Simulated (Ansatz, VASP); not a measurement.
MgO: VASP beside Ansatz

```
Mg O
1.0
     2.55619    0.00000    0.00000
     0.00000    2.62335    0.00000
     0.00000    0.00000    2.62335
Mg O
1 1
Direct
  0.00000 0.00000 0.00000
  0.50000 0.50000 0.50000
```

Change from the starting cell: uniaxial_x strain -2.6%.

Alike in both runs: task single point; functional r2SCAN; k mesh 10 × 10 × 10; no spin polarisation.

|  | VASP | Ansatz |
| --- | --- | --- |
| version | VASP 6.6.1 | Ansatz 0.2.0 |
| potentials or method | VASP PAW PBE potentials, release 64 (Mg_sv, O) | plane waves, PAW |
| plane-wave cutoff (eV) | 920 | 500 |
| occupations | gaussian, width 0.01 eV | fixed |
| valence electrons in the cell | 16 | 16 |

Ansatz gave:

| Property | Result |
| --- | --- |
| gap on the k mesh at the Fermi level (eV) | 3.54 |
| pressure (GPa) | 4.4 |
| traceless stress, the component that is largest in VASP (GPa) | 12.65 |

Q: Estimate VASP's values.

A: gap on the k mesh at the Fermi level (eV): 3.56; pressure (GPa): 5.0; traceless stress, the component that is largest in VASP (GPa): 12.44.

VASP's potentials were made for PBE, not for r2SCAN.
